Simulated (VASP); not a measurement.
Input of a VASP 6.6.1 run:

The input INCAR:

```
SYSTEM = TiSi2
ALGO     = Normal         ! electronic algorithm
EDIFF    = 1E-6           ! SCF threshold, eV
ENCUT    = 520            ! plane-wave cutoff, eV
GGA      = CA             ! functional
ISIF     = 2              ! what is computed and relaxed
ISMEAR   = -1             ! smearing method
LASPH    = .True.         ! aspherical terms in the spheres
LCHARG   = .False.        ! write CHGCAR
LREAL    = .False.        ! projectors in reciprocal space
LWAVE    = .False.        ! write WAVECAR
NBANDS   = 17             ! bands
NELM     = 60             ! most SCF steps
PREC     = Accurate       ! precision mode
SIGMA    = 0.05           ! smearing width, eV
```

The input KPOINTS:

```
k-points
0
Gamma
  12 12 12
  0 0 0
```

POSCAR

```
TiSi2
1.0
   -1.4428049511      1.6771787643      4.1260979956
    1.4428049511     -1.6771787643      4.1260979956
    1.4428049511      1.6771787643     -4.1260979956
Ti Si
1 2
Direct
    0.0000000000      0.0000000000      0.0000000000
    0.6700780000      0.6700780000      0.0000000000
    0.3299220000      0.3299220000      0.0000000000
```

Potentials or basis: VASP PAW LDA potentials, release 64 (Ti_sv, Si).

Launch:

```sh
$ cat potpaw_LDA.64/Ti_sv/POTCAR potpaw_LDA.64/Si/POTCAR > POTCAR
$ mpirun -np 1 vasp_std > vasp.out
```

Question: What does it give for the pressure?

Answer: 2.6 GPa.

Question: Estimate the largest force.

Answer: 0.066 eV/Å.

Question: Estimate the band gap on the k mesh.

Answer: Zero (band 10 reaches 12.06 eV, above the bottom of band 11 at 9.61 eV).

Forces in eV/Å, atoms in the order of the input:
```
Ti   0.000  0.000  0.000
Si   0.000  0.000 -0.066
Si   0.000  0.000  0.066
```
